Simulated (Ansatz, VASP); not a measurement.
## TiN in VASP and in Ansatz

Contents of INCAR:

```
ALGO = Normal
EDIFF = 1E-8
ENCUT = 520
GGA = PS
GGA_COMPAT = False
ISIF = 2
ISMEAR = -1
LASPH = True
LCHARG = False
LEFG = True
LREAL = False
LWAVE = False
NBANDS = 16
NELM = 120
PREC = Accurate
SIGMA = 0.05
```

Contents of KPOINTS:

```
k-points
0
Gamma
  13 13 13
```

File POSCAR:

```
TiN
1.0
    0.0000000000      2.1636184092      2.1636184092
    2.1636184092      0.0000000000      2.1636184092
    2.1636184092      2.1636184092      0.0000000000
Ti N
1 1
Direct
    0.0000000000      0.0000000000      0.0000000000
    0.5000000000      0.5000000000      0.5000000000
```

Input for Ansatz:

```yaml
crystal:
  lattice:
    - [0.0, 2.1636184092, 2.1636184092]
    - [2.1636184092, 0.0, 2.1636184092]
    - [2.1636184092, 2.1636184092, 0.0]
  atoms:
    - { symbol: Ti, position: [0.0, 0.0, 0.0] }
    - { symbol: "N", position: [0.5, 0.5, 0.5] }
kpoints:
  mp_grid: { grid: [13, 13, 13] }
scf:
  occupations: { method: fermi_dirac, width: 0.05 }
hamiltonian:
  xc: pbesol
  pseudopotentials: { kind: paw }
output:
  forces: true
  stress: true
  eigenvalues: true
  efg: { contact_densities: true }
  write_density: true
  write_potential: true
  elf: true
  volumetric_format: npy
```

Change from the starting cell: volume scaled by 1.06, PAW files.

Alike in both runs: task electric field gradients; functional PBEsol; k mesh 13 × 13 × 13; occupations fermi-dirac, width 0.05 eV; no spin polarisation.

|  | VASP | Ansatz |
| --- | --- | --- |
| version | VASP 6.6.1 | Ansatz 0.2.0 |
| potentials or method | VASP PAW PBE potentials, release 64 (Ti_sv, N) | PAW with Ansatz's default frozen-core files, scalar-relativistic |
| plane-wave cutoff (eV) | 520 | 420 |
| valence electrons in the cell | 17 | 17 |

Ansatz gave:

```
pressure (GPa) : -21.7
```

Task: What did VASP give for the same quantities?

Result: Pressure (GPa): -21.2.

VASP's potentials were made for PBE, not for PBEsol. The functional is the same, so the differences come from potentials, cutoffs and numerics.
